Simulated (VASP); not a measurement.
Input of a VASP 6.6.1 run:

Contents of INCAR:

```
SYSTEM = HgTe
PREC = Accurate
ENCUT = 500
EDIFF = 1E-6
ISMEAR = 0
SIGMA = 0.1
LREAL = .FALSE.
LASPH = .TRUE.
NELM = 120
ALGO = Normal
ISIF = 2
LWAVE = .FALSE.
LCHARG = .FALSE.
GGA = PE
IVDW = 13
NBANDS = 16
GGA_COMPAT = .FALSE.
```

KPOINTS

```
regular mesh
0
G
  6 6 6
  0 0 0
```

The input POSCAR:

```
HgTe
1.0
    0.0000000000      3.2145000000      3.2145000000
    3.2145000000      0.0000000000      3.2145000000
    3.2145000000      3.2145000000      0.0000000000
Hg Te
1 1
Direct
    0.0000000000      0.0000000000      0.0000000000
    0.2500000000      0.2500000000      0.2500000000
```

Potentials or basis: VASP PAW PBE potentials, release 64 (Hg, Te).

The run is started by

```console
$ cat potpaw_PBE.64/Hg/POTCAR potpaw_PBE.64/Te/POTCAR > POTCAR
$ mpirun -np 1 vasp_std > vasp.out
```

(1) Estimate the pressure.

(2) Predict the dispersion energy per atom.

(3) What does it give for the band gap on the k mesh?

Results:

(1) 2.6 GPa.

(2) -0.390 eV.

(3) zero (filled and empty bands touch).

Caveat: semilocal functionals underestimate gaps, so a narrow gap can read as zero; spin-orbit coupling is left out, which moves the levels of the heavy elements.
